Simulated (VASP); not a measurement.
TiCo, 4 atoms in the cell. Symmetry: Pm-3m, No. 221, cubic system. Conventional cell: a = 2.989 Å, b = 2.989 Å, c = 2.989 Å, α = 90.00°, β = 90.00°, γ = 90.00°. Within 3.4 Å of Ti (site symmetry m-3m) lie 8 Co at 2.59 Å and 6 Ti at 2.99 Å. Within 3.4 Å of Co (site symmetry m-3m) lie 8 Ti at 2.59 Å and 6 Co at 2.99 Å. 

| Item | Value |
| --- | --- |
| Program | VASP 6.6.1 |
| Task | single point |
| Functional | r2SCAN |
| Potentials or basis | VASP PAW PBE potentials, release 64 (Ti_sv, Co) |
| Cutoff | 520 eV |
| k mesh | 12 × 12 × 6 |
| Occupations | gaussian, width 0.05 eV |
| Spin | collinear spin, antiferromagnetic start |
| Starting moments | [0.32, -0.32, 1.35, -1.35] μB |
| Dipole correction | no |
| Further INCAR settings | ALGO = Normal; EDIFF = 1e-06; NBANDS = 33 |

Potentials or basis: VASP PAW PBE potentials, release 64 (Ti_sv, Co).

The run is started by

```sh
$ cat potpaw_PBE.64/Ti_sv/POTCAR potpaw_PBE.64/Co/POTCAR > POTCAR
$ cp INCAR.step1 INCAR
$ mpirun -np 1 vasp_std > vasp.out
$ cp INCAR.step2 INCAR
$ mpirun -np 1 vasp_std > vasp.out
```

Hardware: 1 thread of Intel Xeon 8259CL, on a shared host.

Estimate the wall time of this run.

Run time: 31 min on 1 thread of Intel Xeon 8259CL (shared host), peak memory 0.31 GiB. Counts: k points 44.
